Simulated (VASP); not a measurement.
# H (Cmcm) in VASP: notebook

The runs below take H through single point, with PBE.

Program: VASP 6.6.1. These are calculated values, not measurements. Logs are shortened: lines on timing, memory, paths and dates and some standing lists are left out, and cuts for length are marked.

## Step 1: The cell of the first run

The structure is orthorhombic, space group Cmcm (No. 63). The conventional cell has a = 2.440 Å, b = 5.545 Å, c = 11.482 Å, α = 90.00°, β = 90.00°, γ = 90.00°. H (site symmetry m2m) has 6 H at 2.44 to 3.03 Å within 3.2 Å.

## Step 2: Single point, PBE

Contents of INCAR:

```
  PREC = Accurate
  ENCUT = 520
  EDIFF = 1E-6
  ISMEAR = 0
  SIGMA = 0.0132
  LREAL = F
  LASPH = T
  NELM = 60
  ALGO = Normal
  ISIF = 2
  LWAVE = F
  LCHARG = F
  GGA = PE
  NBANDS = 8
```

Contents of KPOINTS:

```
regular mesh
0
Gamma
  8 8 2
```

Contents of POSCAR:

```
H
1.0
    0.0000000000      2.4404730000      0.0000000000
    2.7726160000     -1.2202360000      0.0000000000
    0.0000000000      0.0000000000    -11.4820050000
H
2
Direct
    0.8290000000      0.6580000000      0.7500000000
    0.1710000000      0.3420000000      0.2500000000
```

Potentials or basis: VASP PAW PBE potentials, release 64 (H).

Started as:

```sh
> cat potpaw_PBE.64/H/POTCAR > POTCAR
> mpirun -np 1 vasp_std > vasp.out
```

OUTCAR:

```text
PREC = Accurate
   ENCUT = 520
   EDIFF = 1E-6
   ISMEAR = 0
   LREAL = F
   LASPH = T
   NELM = 60
   ISIF = 2
   GGA = PE

 ion  position               nearest neighbor table
   1  0.829  0.658  0.750-
   2  0.171  0.342  0.250-

  LATTYP: Found a base centered orthorhombic cell.
 ALAT       =     2.4404730000
 B/A-ratio  =     2.2721955949
 C/A-ratio  =     4.7048277117

  Lattice vectors:

 A1 = (  -2.7726160000,   1.2202360000,   0.0000000000)
 A2 = (   2.7726160000,   1.2202370000,   0.0000000000)
 A3 = (   0.0000000000,   0.0000000000, -11.4820050000)

Analysis of symmetry for initial positions (statically):
=====================================================================
 Subroutine PRICEL returns:
 Original cell was already a primitive cell.

 Routine SETGRP: Setting up the symmetry group for a
 base centered orthorhombic supercell.

 Subroutine GETGRP returns: Found  8 space group operations
 (whereof  4 operations were pure point group operations)
 out of a pool of  8 trial point group operations.

The static configuration has the point symmetry C_2h.
 The point group associated with its full space group is D_2h.

Analysis of symmetry for dynamics (positions and initial velocities):
=====================================================================
 Subroutine PRICEL returns:
 Original cell was already a primitive cell.

 Routine SETGRP: Setting up the symmetry group for a
 base centered orthorhombic supercell.

 Subroutine GETGRP returns: Found  8 space group operations
 (whereof  4 operations were pure point group operations)
 out of a pool of  8 trial point group operations.

The dynamic configuration has the point symmetry C_2h.
 The point group associated with its full space group is D_2h.

 Subroutine INISYM returns: Found  8 space group operations
 (whereof  4 operations are pure point group operations),
 and found     1 'primitive' translations

----------------------------------------------------------------------------------------

                                     Primitive cell

  volume of cell :      77.6929

  direct lattice vectors                    reciprocal lattice vectors
     0.000000000  2.440473000  0.000000000     0.180335032  0.409756633  0.000000000
     2.772616000 -1.220236000  0.000000000     0.360670212  0.000000000  0.000000000
     0.000000000  0.000000000-11.482005000     0.000000000  0.000000000 -0.087092803

  length of vectors
     2.440473000  3.029253271 11.482005000     0.447684289  0.360670212  0.087092803

[... 79 lines left out ...]
   NELM   =     60;   NELMIN=  2; NELMDL= -5     # of ELM steps
   EDIFF  = 0.1E-05   stopping-criterion for ELM
   LREAL  =      F    real-space projection
   EDIFFG = 0.1E-04   stopping-criterion for IOM
   NSW    =      0    number of steps for IOM
   IBRION =     -1    ionic relax: 0-MD 1-quasi-New 2-CG
   NFREE  =      0    steps in history (QN), initial steepest desc. (CG)
   ISIF   =      2    stress and relaxation
   ISYM   =      2    0-nonsym 1-usesym 2-fastsym
   POTIM  = 0.5000    time-step for ionic-motion
   TEBEG  =    0.0;   TEEND  =   0.0 temperature during run
   PSTRESS=    0.0 pullay stress
   NELECT =       2.0000    total number of electrons
   NUPDOWN=      -1.0000    fix difference up-down
   EMIN   =  10.00;   EMAX   =-10.00  energy-range for DOS
   EFERMI =   0.00;   METHOD = LEGACY
   ISMEAR =     0;   SIGMA  =   0.01  broadening in eV -4-tet -1-fermi 0-gaus
   EFERMI_NEDOS =   21; number of points for ismear=-14 and -15
   IALGO  =     38    algorithm
   IMIX   =      4    mixing-type and parameters
     AMIX     =   0.40;   BMIX     =  1.00
     AMIX_MAG =   1.60;   BMIX_MAG =  1.00
  volume/ion in A,a.u.               =      38.85       262.15
  Fermi-wavevector in a.u.,A,eV,Ry     =   0.483383  0.913461  3.179120  0.233659
  Thomas-Fermi vector in A             =   1.482516
   LORBIT       =      0    0 simple, 1 ext, 2 COOP (PROOUT), +10 PAW based schemes
   GGA     = PE    functional components
   LHFCALC =     F    Hartree Fock is set to
   AEXX    =    0.0000 exact exchange contribution
   IVDW    =     0    specifies the selected vdW correction
   LEPSILON=     F    determine dielectric tensor
   LRPA    =     F    only Hartree local field effects (RPA)
 non-spin polarized calculation
 Gauss-broadening in eV      SIGMA  =   0.01
  energy-cutoff  :      520.00
  volume of cell :       77.69
 maximum number of plane-waves:      2134
   NGX =  9   NGY = 11   NGZ = 43

 number of electron       2.0000001 magnetization

 Free energy of the ion-electron system (eV)
  ---------------------------------------------------
  ext. energy  EPLUGINS =         0.00000000
  ---------------------------------------------------
  free energy    TOTEN  =        -1.69579534 eV

  energy without entropy =       -1.69493206  energy(sigma->0) =       -1.69536370

 E-fermi :  -6.0130     XC(G=0):  -3.5535

 val. band max:       -6.0130586658   @ k =   0.1250   0.3750   0.5000
 cond. band min:      -6.0078008445   @ k =   0.1250   0.3750   0.0000
 fundamental gap:      0.0052578213
 Fermi energy:        -6.0130460228

 k-point     1 :       0.0000    0.0000    0.0000
  band No.  band energies     occupation
      1      -8.1018      2.00000
      2      -8.0662      2.00000
      3      -0.6736      0.00000
      4       0.8885      0.00000
      5       1.4349      0.00000
      6       5.0689      0.00000
      7       6.9772      0.00000
      8       9.8750      0.00000
[... 243 lines left out ...]
 k-point    24 :       0.2500   -0.0000    0.5000
  band No.  band energies     occupation
      1      -6.6552      2.00000
      2      -6.6552      2.00000
      3       1.6356      0.00000
      4       1.6356      0.00000
      5       4.6846      0.00000
      6       4.6846      0.00000
      7       8.1629      0.00000
      8       8.1629      0.00000

 [... further k-points ...]
[... 5 lines left out ...]
  --------------------------------------------------------------------------------------
  -------------------------------------------------------------------------------------
  Total       -0.8125053     -4.2146912     -0.0205823     -0.0000001      0.0000000      0.0000000
  in kB      -16.7554207    -86.9150298     -0.4244468     -0.0000030      0.0000000      0.0000000
  external PRESSURE =     -34.6982991 kB  Pullay stress =       0.0000000 kB

 VOLUME and BASIS-vectors are now :
 -----------------------------------------------------------------------------
  energy-cutoff  :      520.00
  volume of cell :       77.69
      direct lattice vectors                 reciprocal lattice vectors
     0.000000000  2.440473000  0.000000000     0.180335032  0.409756633  0.000000000
     2.772616000 -1.220236000  0.000000000     0.360670212  0.000000000  0.000000000
     0.000000000  0.000000000-11.482005000     0.000000000  0.000000000 -0.087092803

 POSITION                                       TOTAL-FORCE (eV/Angst)
 -----------------------------------------------------------------------------------
      1.82438      1.22024     -8.61150        -0.000080     -0.000000      0.000000
      0.94823      0.00000     -2.87050         0.000080      0.000000     -0.000000
 -----------------------------------------------------------------------------------
    total drift:                                0.000000      0.000000      0.000000

  FREE ENERGIE OF THE ION-ELECTRON SYSTEM (eV)
  ---------------------------------------------------
  free  energy   TOTEN  =        -1.6957953442 eV

  energy  without entropy=       -1.6949320640  energy(sigma->0) =       -1.69536370
```

stdout:

```text
POSCAR found type information on POSCAR H
 POSCAR found :  1 types and       2 ions
 scaLAPACK will be used
 LDA part: xc-table for (Slater+PW92), standard interpolation
 POSCAR, INCAR and KPOINTS ok, starting setup
 FFT: planning ... GRIDC
 FFT: planning ... GRID_SOFT
 FFT: planning ... GRID
 WAVECAR not read
 entering main loop
```

It used 48 s of CPU time on 1 thread of AMD EPYC 7R13 Processor (Zen 3) (shared host).

What came out:

```
Free energy            : -1.6958 eV
Pressure               : -3.5 GPa
Band gap on the k mesh : zero (band 1 reaches -4.35 eV, above the bottom of band 2 at -8.08 eV)
```

Stress tensor (GPa, compression positive):
```
-1.68  0.00  0.00
 0.00 -8.69  0.00
 0.00  0.00 -0.04
```

Levels at points of the mesh, in eV from the Fermi level:
| k point | band 1 | band 2 | band 3 | band 4 | band 5 |
| --- | --- | --- | --- | --- | --- |
| (0.00, 0.00, 0.00) | -2.09 | -2.05 | 5.34 | 6.90 | 7.45 |
| (0.50, 0.00, 0.00) | 1.66 | 1.66 | 9.37 | 9.47 | 12.73 |
| (0.00, 0.50, 0.00) | -0.17 | -0.17 | 7.39 | 7.54 | 9.97 |
| (0.00, 0.00, 0.50) | -2.07 | -2.07 | 5.81 | 5.81 | 9.23 |
| (0.50, 0.00, 0.50) | 1.66 | 1.66 | 9.42 | 9.42 | 13.16 |
| (0.00, 0.50, 0.50) | -0.17 | -0.17 | 7.45 | 7.45 | 10.43 |

## Step 3: Single point, PBE

Contents of INCAR:

```
PREC = Accurate
ENCUT = 520
EDIFF = 1E-6
ISMEAR = -4
SIGMA = 0.1
LREAL = False
LASPH = True
NELM = 80
ALGO = Normal
ISIF = 2
LWAVE = False
LCHARG = False
GGA = PE
NBANDS = 8
```

KPOINTS is that of step 2.

POSCAR is that of step 2.

Potentials or basis: VASP PAW PBE potentials, release 64 (H).

Started as:

```sh
> cat potpaw_PBE.64/H/POTCAR > POTCAR
> mpirun -np 1 vasp_std > vasp.out
```

It used 70 s of CPU time on 1 thread of AMD EPYC 7R13 Processor (Zen 3) (shared host).

The run converged. Its results:

| Item | Value |
| --- | --- |
| Free energy | -1.5907 eV |
| Pressure | -3.2 GPa |
| Band gap on the k mesh | zero (band 1 reaches -4.33 eV, above the bottom of band 2 at -8.06 eV) |

Stress tensor (GPa, compression positive):
```
-1.24  0.00  0.00
 0.00 -8.29  0.00
 0.00  0.00 -0.04
```

Levels at points of the mesh, in eV from the Fermi level:
```tsv
k point	band 1	band 2	band 3	band 4	band 5	band 6	band 7
(0.00, 0.00, 0.00)	-2.15	-2.12	5.26	6.82	7.37	11.00	12.91
(0.50, 0.00, 0.00)	1.59	1.60	9.30	9.40	12.65	12.85	14.02
(0.00, 0.50, 0.00)	-0.24	-0.23	7.32	7.47	9.89	10.26	11.67
(0.00, 0.00, 0.50)	-2.14	-2.14	5.72	5.72	9.15	9.15	14.79
(0.50, 0.00, 0.50)	1.59	1.59	9.35	9.35	13.08	13.08	13.41
(0.00, 0.50, 0.50)	-0.23	-0.23	7.39	7.39	10.35	10.35	10.97
```

## Step 4: Single point, PBE

Contents of INCAR:

```
SYSTEM = H
  PREC = Accurate
  ENCUT = 520
  EDIFF = 1E-7
  ISMEAR = 0
  SIGMA = 0.0132
  LREAL = .False.
  LASPH = .True.
  NELM = 60
  ALGO = Normal
  ISIF = 2
  LWAVE = .False.
  LCHARG = .True.
  GGA = PE
  LELF = .True.
  LVHAR = .True.
  NBANDS = 8
  ISYM = 0
```

Contents of KPOINTS:

```
Automatic mesh
0
Gamma
  8 8 2
  0.5 0.5 0.5
```

POSCAR is that of step 3.

Started as:

```sh
> cat potpaw_PBE.64/H/POTCAR > POTCAR
> mpirun -np 1 vasp_std > vasp.out
```

It used 70 s of CPU time on 1 thread of AMD EPYC 7R13 Processor (Zen 3) (shared host).

It converged, with:

- Free energy: -1.6757 eV
- Pressure: -3.4 GPa
- Band gap on the k mesh: zero (band 1 reaches -4.22 eV, above the bottom of band 2 at -7.97 eV)

Stress tensor (GPa, compression positive):
```
-1.67  0.00  0.00
 0.00 -8.54  0.00
 0.00  0.00 -0.04
```

Levels at points of the mesh, in eV from the Fermi level:
| k point | band 1 | band 2 | band 3 | band 4 | band 5 |
| --- | --- | --- | --- | --- | --- |
| (0.06, 0.06, 0.25) | -1.86 | -1.84 | 5.74 | 6.63 | 8.43 |

## Step 5: Overview

| k mesh | smearing | gap on the mesh (eV) | pressure (GPa) |
| --- | --- | --- | --- |
| 8 × 8 × 2 | gaussian 0.0132 eV | none | -3.5 |
| 8 × 8 × 2 | tetrahedron | none | -3.2 |
| 8 × 8 × 2, shifted | gaussian 0.0132 eV | none | -3.4 |

Alike in all rows: task single point; level PBE; potentials or basis VASP PAW PBE potentials, release 64 (H); no spin polarisation; cell as given; cutoff (eV) 520.

Every run on the cell as given and a fine mesh finds a metal.

Total energies depend on the potentials used, so only differences within one code and one set of settings carry meaning.
